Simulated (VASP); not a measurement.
## MoS2: relaxation of the atoms with PBE+D3(BJ)

The system is MoS2, a slab with vacuum.

```
S Mo
1.0
     3.15394    0.00000    0.00000
    -1.57697    2.73139    0.00000
     0.00000    0.00000   23.13485
S Mo
2 1
Direct
  0.33333 0.66667 0.43225
  0.33333 0.66667 0.56775
  0.66667 0.33333 0.50000
```

- Program: VASP 6.6.1
- Task: relaxation of the atoms
- Functional: PBE
- Dispersion: D3(BJ)
- Potentials or basis: VASP PAW PBE potentials, release 64 (S, Mo_sv)
- Cutoff: 520 eV
- k mesh: 9 × 9 × 1
- Occupations: gaussian, width 0.05 eV
- Spin: no spin polarisation
- Dipole correction: yes
- Further INCAR settings: ALGO = Normal; EDIFF = 1e-06; IBRION = 2; EDIFFG = -0.04; NSW = 60

```json
{
  "Largest force after relaxing": "0.011 eV/Å",
  "Band gap on the k mesh": "1.78 eV",
  "Dispersion energy per atom": "-0.319 eV"
}
```

Forces in eV/Å, atoms in the order of the input:
```
S    0.000  0.000  0.011
S    0.000  0.000 -0.011
Mo   0.000  0.000  0.000
```

Final structure:
```xyz
3
Lattice="3.1539 0.0000 0.0000 -1.5770 2.7314 0.0000 0.0000 0.0000 23.1349" Properties=species:S:1:pos:R:3 pbc="T T T"
S     0.0000    1.8209   10.0000
S     0.0000    1.8209   13.1349
Mo    1.5770    0.9105   11.5674
```

Levels at points of the mesh, in eV from the valence-band top:
```csv
k point,band 11,band 12,band 13,band 14,band 15,band 16
"(0.00, 0.00, 0.00)",-1.45,-1.45,-0.09,2.84,2.84,3.07
```

It took 28 s on 1 thread of Intel(R) Xeon(R) 6975P-C (Granite Rapids), on a shared host, peak memory 0.32 GiB.

Caveat: the relaxation stopped at its first step, so nothing moved.
